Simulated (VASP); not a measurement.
# Ge (I4_1/amd) in VASP: a series of runs, part 2 of 2

VASP 6.6.1. The steps go on from the part before.

## Step 3: Single point, PBE

INCAR

```
SYSTEM = Ge
  PREC = Accurate
  ENCUT = 520
  EDIFF = 1E-6
  ISMEAR = 0
  SIGMA = 0.026000000000000002
  LREAL = .FALSE.
  LASPH = .TRUE.
  NELM = 80
  ALGO = Normal
  ISIF = 2
  LWAVE = .FALSE.
  LCHARG = .FALSE.
  GGA = PE
  NBANDS = 21
```

KPOINTS

```
regular mesh
0
G
  11 11 11
  0 0 0
```

POSCAR

```
Ge
1.0
   -2.5744897190      2.5744897190      1.3974126432
    2.5744897190     -2.5744897190      1.3974126432
    2.5744897190      2.5744897190     -1.3974126432
Ge
2
Direct
    0.5000000000      0.5000000000      0.0000000000
    0.2500000000      0.7500000000      0.5000000000
```

Potentials or basis: VASP PAW PBE potentials, release 64 (Ge_d).

Started as:

```
> cat potpaw_PBE.64/Ge_d/POTCAR > POTCAR
> mpirun -np 1 vasp_std > vasp.out
```

OUTCAR:

```text
SYSTEM = Ge
   PREC = Accurate
   ENCUT = 520
   EDIFF = 1E-6
   ISMEAR = 0
   LREAL = .FALSE.
   LASPH = .TRUE.
   NELM = 80
   ISIF = 2
   GGA = PE

 ion  position               nearest neighbor table
   1  0.500  0.500  0.000-   2 2.67   2 2.67   2 2.67   2 2.67
   2  0.250  0.750  0.500-   1 2.67   1 2.67   1 2.67   1 2.67

  LATTYP: Found a body centered tetragonal cell.
 ALAT       =     5.1489794380
 C/A-ratio  =     0.5427920853

  Lattice vectors:

 A1 = (  -2.5744897190,   2.5744897190,   1.3974126432)
 A2 = (   2.5744897190,  -2.5744897190,   1.3974126432)
 A3 = (   2.5744897190,   2.5744897190,  -1.3974126432)

Analysis of symmetry for initial positions (statically):
=====================================================================
 Subroutine PRICEL returns:
 Original cell was already a primitive cell.

 Routine SETGRP: Setting up the symmetry group for a
 body centered tetragonal supercell.

 Subroutine GETGRP returns: Found 16 space group operations
 (whereof  8 operations were pure point group operations)
 out of a pool of 16 trial point group operations.
[... 162 lines left out ...]
  free energy    TOTEN  =        -8.56007323 eV

  energy without entropy =       -8.55938573  energy(sigma->0) =       -8.55972948

 E-fermi :   6.8472     XC(G=0): -11.3194

 val. band max:        6.8460522071   @ k =  -0.4545   0.0909   0.0000
 cond. band min:       6.8574911332   @ k =   0.2727   0.0909   0.0909
 fundamental gap:      0.0114389261
 Fermi energy:         6.8472232377

 k-point     1 :       0.0000    0.0000    0.0000
  band No.  band energies     occupation
      1     -17.9539      2.00000
      2     -17.9102      2.00000
      3     -17.8784      2.00000
      4     -17.8780      2.00000
      5     -17.7725      2.00000
      6     -17.7725      2.00000
[... 565 lines left out ...]
     20      19.0104      0.00000
     21      19.4195      0.00000

 [... further k-points ...]

------------------------ aborting loop because EDIFF is reached ----------------------------------------

  FORCE on cell =-STRESS in cart. coord.  units (eV):
  Direction    XX          YY          ZZ          XY          YZ          ZX
  --------------------------------------------------------------------------------------
  -------------------------------------------------------------------------------------
  Total        0.6847020      0.6847020      0.7818159      0.0000000      0.0000000      0.0000000
  in kB       29.6104640     29.6104640     33.8102284      0.0000000      0.0000000      0.0000000
  external PRESSURE =      31.0103855 kB  Pullay stress =       0.0000000 kB

 VOLUME and BASIS-vectors are now :
 -----------------------------------------------------------------------------
  energy-cutoff  :      520.00
  volume of cell :       37.05
      direct lattice vectors                 reciprocal lattice vectors
    -2.574489719  2.574489719  1.397412643     0.000000000  0.194213244  0.357804119
     2.574489719 -2.574489719  1.397412643     0.194213244  0.000000000  0.357804119
     2.574489719  2.574489719 -1.397412643     0.194213244  0.194213244  0.000000000

 POSITION                                       TOTAL-FORCE (eV/Angst)
 -----------------------------------------------------------------------------------
      0.00000      0.00000      1.39741        -0.000000      0.000000      0.000000
      2.57449      0.00000      0.69871         0.000000     -0.000000     -0.000000
 -----------------------------------------------------------------------------------
    total drift:                                0.000000     -0.000000      0.000000

  FREE ENERGIE OF THE ION-ELECTRON SYSTEM (eV)
  ---------------------------------------------------
  free  energy   TOTEN  =        -8.5600732326 eV

  energy  without entropy=       -8.5593857268  energy(sigma->0) =       -8.55972948
```

OSZICAR:

```text
N       E                     dE             d eps       ncg     rms          rms(c)
DAV:   1     0.178113960706E+03    0.17811E+03   -0.14204E+04  5985   0.386E+03
DAV:   2     0.154256295416E+02   -0.16269E+03   -0.15776E+03  5332   0.599E+02
DAV:   3    -0.791292485251E+01   -0.23339E+02   -0.23149E+02  5982   0.133E+02
DAV:   4    -0.856815804009E+01   -0.65523E+00   -0.65469E+00  5852   0.260E+01
DAV:   5    -0.857775202600E+01   -0.95940E-02   -0.95937E-02  6054   0.344E+00    0.211E+00
DAV:   6    -0.856535369479E+01    0.12398E-01   -0.17674E-02  7120   0.226E+00    0.120E+00
DAV:   7    -0.856022213879E+01    0.51316E-02   -0.12594E-02  7195   0.168E+00    0.111E-01
DAV:   8    -0.856007138759E+01    0.15075E-03   -0.19557E-03  6642   0.797E-01    0.403E-02
DAV:   9    -0.856007399001E+01   -0.26024E-05   -0.57811E-05  6771   0.110E-01    0.113E-02
DAV:  10    -0.856007323257E+01    0.75744E-06   -0.35935E-06  5431   0.251E-02
   1 F= -.85600732E+01 E0= -.85597295E+01  d E =-.687506E-03
```

stdout:

```text
POSCAR found type information on POSCAR Ge
 POSCAR found :  1 types and       2 ions
 scaLAPACK will be used
 LDA part: xc-table for (Slater+PW92), standard interpolation
 POSCAR, INCAR and KPOINTS ok, starting setup
 FFT: planning ... GRIDC
 FFT: planning ... GRID_SOFT
 FFT: planning ... GRID
 WAVECAR not read
 entering main loop
```

Run time: 47 s. Hardware: 1 thread of Intel Xeon Platinum 8559C (Emerald Rapids), shared host; peak memory 0.22 GiB.

Results:

```yaml
Free_energy: -8.5601 eV
Pressure: 3.1 GPa
Band_gap_on_the_k_mesh: zero (band 14 reaches 8.53 eV, above the bottom of band 15 at 3.83 eV)
```

Stress tensor (GPa, compression positive):
```
2.96 0.00 0.00
0.00 2.96 0.00
0.00 0.00 3.38
```

## Step 4: Single point, BLYP+D4

This run uses another cell than the first one, of 19.45 Å³/atom, 1.048 times its volume.

INCAR

```
PREC = Accurate
ENCUT = 520
EDIFF = 1E-7
ISMEAR = -1
SIGMA = 0.05
LREAL = F
LASPH = T
NELM = 60
ALGO = Normal
ISIF = 2
LWAVE = F
LCHARG = F
GGA = B5
ALDAX = 1.0
AGGAX = 1.0
AGGAC = 1.0
ALDAC = 0.0
IVDW = 13
VDW_S6 = 1.0
VDW_S8 = 2.34076671
VDW_A1 = 0.44488865
VDW_A2 = 4.0933009
NBANDS = 21
```

KPOINTS

```
regular mesh
0
Gamma
  11 11 11
```

POSCAR

```
Ge
1.0
   -2.6186826786      2.6186826786      1.4184759802
    2.6186826786     -2.6186826786      1.4184759802
    2.6186826786      2.6186826786     -1.4184759802
Ge
2
Direct
    0.5000000000      0.5000000000      0.0000000000
    0.2500000000      0.7500000000      0.5000000000
```

Potentials or basis: VASP PAW PBE potentials, release 64 (Ge_d).

Started as:

```
> cat potpaw_PBE.64/Ge_d/POTCAR > POTCAR
> mpirun -np 1 vasp_std > vasp.out
```

OUTCAR:

```text
PREC = Accurate
   ENCUT = 520
   EDIFF = 1E-7
   ISMEAR = -1
   LREAL = F
   LASPH = T
   NELM = 60
   ISIF = 2
   GGA = B5
   IVDW = 13

 ion  position               nearest neighbor table
   1  0.500  0.500  0.000-   2 2.71   2 2.71   2 2.71   2 2.71
   2  0.250  0.750  0.500-   1 2.71   1 2.71   1 2.71   1 2.71

  LATTYP: Found a body centered tetragonal cell.
 ALAT       =     5.2373653572
 C/A-ratio  =     0.5416753972

  Lattice vectors:

 A1 = (  -2.6186826786,   2.6186826786,   1.4184759802)
 A2 = (   2.6186826786,  -2.6186826786,   1.4184759802)
 A3 = (   2.6186826786,   2.6186826786,  -1.4184759802)

Analysis of symmetry for initial positions (statically):
=====================================================================
 Subroutine PRICEL returns:
 Original cell was already a primitive cell.

 Routine SETGRP: Setting up the symmetry group for a
 body centered tetragonal supercell.

 Subroutine GETGRP returns: Found 16 space group operations
 (whereof  8 operations were pure point group operations)
 out of a pool of 16 trial point group operations.

The static configuration has the point symmetry D_2d.
[... 160 lines left out ...]

  energy without entropy =       -6.85827233  energy(sigma->0) =       -6.86213631

 E-fermi :   6.6938     XC(G=0): -10.4546

 val. band max:        6.6834705485   @ k =   0.3636   0.3636   0.0909
 cond. band min:       6.6942431721   @ k =   0.1818   0.0909  -0.0000
 fundamental gap:      0.0107726236
 Fermi energy:         6.6937509288

 k-point     1 :       0.0000    0.0000    0.0000
  band No.  band energies     occupation
      1     -17.9812      2.00000
      2     -17.9451      2.00000
      3     -17.9153      2.00000
      4     -17.9101      2.00000
      5     -17.8214      2.00000
      6     -17.8214      2.00000
[... 565 lines left out ...]
     20      18.8535      0.00000
     21      19.2186      0.00000

 [... further k-points ...]

------------------------ aborting loop because EDIFF is reached ----------------------------------------

  DFT-D4 for vdW energy calculation

  Edisp (eV):   -1.42576

  FORCE on cell =-STRESS in cart. coord.  units (eV):
  Direction    XX          YY          ZZ          XY          YZ          ZX
  --------------------------------------------------------------------------------------
  -------------------------------------------------------------------------------------
  Total      -0.00512    -0.00512    -0.01036     0.00000     0.00000     0.00000
  in kB      -0.21085    -0.21085    -0.42661     0.00000     0.00000     0.00000
  external pressure =       -0.28 kB  Pullay stress =        0.00 kB

 VOLUME and BASIS-vectors are now :
 -----------------------------------------------------------------------------
  energy-cutoff  :      520.00
  volume of cell :       38.91
      direct lattice vectors                 reciprocal lattice vectors
    -2.618682679  2.618682679  1.418475980     0.000000000  0.190935696  0.352490988
     2.618682679 -2.618682679  1.418475980     0.190935696  0.000000000  0.352490988
     2.618682679  2.618682679 -1.418475980     0.190935696  0.190935696  0.000000000

 POSITION                                       TOTAL-FORCE (eV/Angst)
 -----------------------------------------------------------------------------------
      0.00000      0.00000      1.41848        -0.000000     -0.000000      0.000000
      2.61868      0.00000      0.70924         0.000000      0.000000     -0.000000
 -----------------------------------------------------------------------------------
    total drift:                                0.000000     -0.000000      0.000000

  FREE ENERGIE OF THE ION-ELECTRON SYSTEM (eV)
  ---------------------------------------------------
  free  energy   TOTEN  =        -8.2917627323 eV

  energy  without entropy=       -8.2840347751  energy(sigma->0) =       -8.28789875
```

Wall time 62 s (1 thread of Intel Xeon Platinum 8559C (Emerald Rapids), shared host); peak memory 0.22 GiB.

What came out:

| Property | Result |
| --- | --- |
| Free energy | -8.2918 eV |
| Pressure | 0.0 GPa |
| Band gap on the k mesh | zero (band 14 reaches 8.21 eV, above the bottom of band 15 at 4.03 eV) |
| Dispersion energy per atom | -0.713 eV |

Caveat: the PAW data sets were made with another functional, which shifts forces and pressure a little; pairwise dispersion overbinds metals, which lowers pressure and volume.

## Step 5: Relaxation of cell and atoms, PBE+D3(BJ)

INCAR

```
SYSTEM = Ge
PREC = Accurate ; ENCUT = 600
EDIFF = 1E-7 ; ISMEAR = -1
SIGMA = 0.05 ; LREAL = .FALSE.
LASPH = .TRUE. ; NELM = 80
ALGO = Normal ; ISIF = 3
LWAVE = .FALSE. ; LCHARG = .FALSE.
GGA = PE ; IVDW = 12
IBRION = 2 ; NSW = 80
EDIFFG = -0.005
```

KPOINTS

```
regular mesh
0
G
  11 11 11
  0 0 0
```

POSCAR

```
Ge
1.0
   -2.5744897190      2.5744897190      1.3974126432
    2.5744897190     -2.5744897190      1.3974126432
    2.5744897190      2.5744897190     -1.3974126432
Ge
2
Direct
    0.5000000000      0.5000000000      0.0000000000
    0.2500000000      0.7500000000      0.5000000000
```

Started as:

```
> cat potpaw_PBE.64/Ge_d/POTCAR > POTCAR
> mpirun -np 1 vasp_std > vasp.out
```

It took 3.8 min on 1 thread of Intel Xeon Platinum 8559C (Emerald Rapids), shared host; peak memory 0.25 GiB.

The run converged. Its results:

```yaml
Free_energy: -9.2838 eV
Relaxed_volume: 18.56 Å³/atom
Relaxed_cell: a = 3.905 Å, b = 3.905 Å, c = 3.905 Å, α = 97.33°, β = 97.33°, γ = 138.13°
Space_group_after_relaxing_to_0.05_Å: I4_1/amd (No. 141)
Energy_gained_by_relaxing: 0.0 meV/atom
Ionic_steps: 10
Pressure_after_relaxing: 0.0 GPa
Band_gap_on_the_k_mesh: zero (band 14 reaches 8.47 eV, above the bottom of band 15 at 3.82 eV)
Dispersion_energy_per_atom: -0.359 eV
```

Final structure:
```
CELL_PARAMETERS angstrom
-2.57903 2.57903 1.39516
2.57903 -2.57903 1.39516
2.57903 2.57903 -1.39516
ATOMIC_POSITIONS crystal
Ge 0.50000 0.50000 0.00000
Ge 0.25000 0.75000 0.50000
```

Levels at points of the mesh, in eV from the Fermi level:
| k point | band 10 | band 11 | band 12 | band 13 | band 14 | band 15 | band 16 | band 17 | band 18 |
| --- | --- | --- | --- | --- | --- | --- | --- | --- | --- |
| (0.00, 0.00, 0.00) | -24.46 | -13.31 | -4.14 | -2.37 | -2.37 | 3.25 | 7.53 | 7.53 | 8.18 |

Caveat: pairwise dispersion overbinds metals, which lowers pressure and volume.

## Step 6: Single point, PBEsol

INCAR

```
PREC     = Accurate       # precision mode
ENCUT    = 500            # plane-wave cutoff, eV
EDIFF    = 1E-6           # SCF threshold, eV
ISMEAR   = -1             # smearing method
SIGMA    = 0.05           # smearing width, eV
LREAL    = False          # projectors in reciprocal space
LASPH    = True           # aspherical terms in the spheres
NELM     = 120            # most SCF steps
ALGO     = Normal         # electronic algorithm
ISIF     = 2              # what is computed and relaxed
LWAVE    = False          # write WAVECAR
LCHARG   = False          # write CHGCAR
GGA      = PS             # functional
NBANDS   = 21             # bands
GGA_COMPAT= False
```

KPOINTS

```
regular mesh
0
Gamma
  8 8 8
```

POSCAR is that of step 5.

Potentials or basis: VASP PAW PBE potentials, release 64 (Ge_d).

Started as:

```
> cat potpaw_PBE.64/Ge_d/POTCAR > POTCAR
> mpirun -np 1 vasp_std > vasp.out
```

Run time: 30 s. Hardware: 1 thread of AMD EPYC 9R45 (Zen 5), shared host; peak memory 0.13 GiB.

The run converged. Its results:

```yaml
Free_energy: -9.5194 eV
Pressure: -0.9 GPa
Band_gap_on_the_k_mesh: zero (band 14 reaches 8.62 eV, above the bottom of band 15 at 4.10 eV)
```

Stress tensor (GPa, compression positive):
```
-2.45  0.00  0.00
 0.00 -2.45  0.00
 0.00  0.00  2.24
```

Levels at points of the mesh, in eV from the Fermi level:
| k point | band 11 | band 12 | band 13 | band 14 | band 15 | band 16 | band 17 | band 18 |
| --- | --- | --- | --- | --- | --- | --- | --- | --- |
| (0.00, 0.00, 0.00) | -13.27 | -4.02 | -2.30 | -2.30 | 3.29 | 7.63 | 7.63 | 8.20 |
| (0.50, 0.00, 0.00) | -8.00 | -6.35 | -2.59 | -1.96 | -1.31 | 2.51 | 3.61 | 5.56 |
| (0.50, 0.50, 0.00) | -10.52 | -10.52 | 0.66 | 0.66 | 1.95 | 1.95 | 7.58 | 7.58 |
| (0.50, 0.50, 0.50) | -8.83 | -8.83 | -5.88 | -5.88 | 6.21 | 6.21 | 11.06 | 11.06 |

Caveat: the PAW data sets were made with another functional, which shifts forces and pressure a little.

## Step 7: Overview

| task | level | cell | k mesh | cutoff (eV) | smearing | gap on the mesh (eV) | pressure (GPa) |
| --- | --- | --- | --- | --- | --- | --- | --- |
| single point | PBE+D3(BJ) | a = 3.904 Å, angles 97.3, 97.3, 138.1°, 2 atoms | 11 × 11 × 11 | 520 | fermi-dirac 0.05 eV | none | -0.1 |
| single point | PBE | a = 3.900 Å, angles 97.4, 97.4, 138.0°, 2 atoms | 11 × 11 × 11 | 520 | gaussian 0.026 eV | none | 3.1 |
| single point | BLYP+D4 | a = 3.966 Å, angles 97.4, 97.4, 138.1°, 2 atoms | 11 × 11 × 11 | 520 | fermi-dirac 0.05 eV | none | 0.0 |
| relaxation of cell and atoms | PBE+D3(BJ) | relaxed from a = 3.900 Å, angles 97.4, 97.4, 138.0°, 2 atoms | 11 × 11 × 11 | 600 | fermi-dirac 0.05 eV | none | 0.0 |
| single point | PBEsol | a = 3.900 Å, angles 97.4, 97.4, 138.0°, 2 atoms | 8 × 8 × 8 | 500 | fermi-dirac 0.05 eV | none | -0.9 |

Alike in all rows: potentials or basis VASP PAW PBE potentials, release 64 (Ge_d); no spin polarisation.

Caveats: pairwise dispersion overbinds metals, which lowers pressure and volume (some runs); the PAW data sets were made with another functional, which shifts forces and pressure a little (some runs).

Total energies depend on the potentials used, so only differences within one code and one set of settings carry meaning.
